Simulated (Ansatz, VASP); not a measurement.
**Mg2Si: VASP beside Ansatz**

```
Mg Si
1.0
     0.00000    3.20035    3.20035
     3.20035    0.00000    3.20035
     3.20035    3.20035    0.00000
Mg Si
2 1
Direct
  0.25000 0.25000 0.25000
  0.75000 0.75000 0.75000
  0.00000 0.00000 0.00000
```

Alike in both runs: task single point; functional r2SCAN; k mesh 6 × 6 × 6; no spin polarisation.

|  | VASP | Ansatz |
| --- | --- | --- |
| version | VASP 6.6.1 | Ansatz 0.2.0 |
| potentials or method | VASP PAW PBE potentials, release 64 (Mg, Si) | plane waves, PAW |
| plane-wave cutoff (eV) | 660 | 500 |
| occupations | gaussian, width 0.01 eV | fixed |
| valence electrons in the cell | 8 | 24 |

```csv
,VASP,Ansatz,Ansatz less VASP
gap on the k mesh at the Fermi level (eV),0.48,0.47,-0.003
pressure (GPa),-1.9,-1.6,+0.28
```

VASP's potentials were made for PBE, not for r2SCAN. VASP's potentials hold 8 valence electrons a cell and Ansatz's 24, so a difference there can come from the potentials and not from the codes.
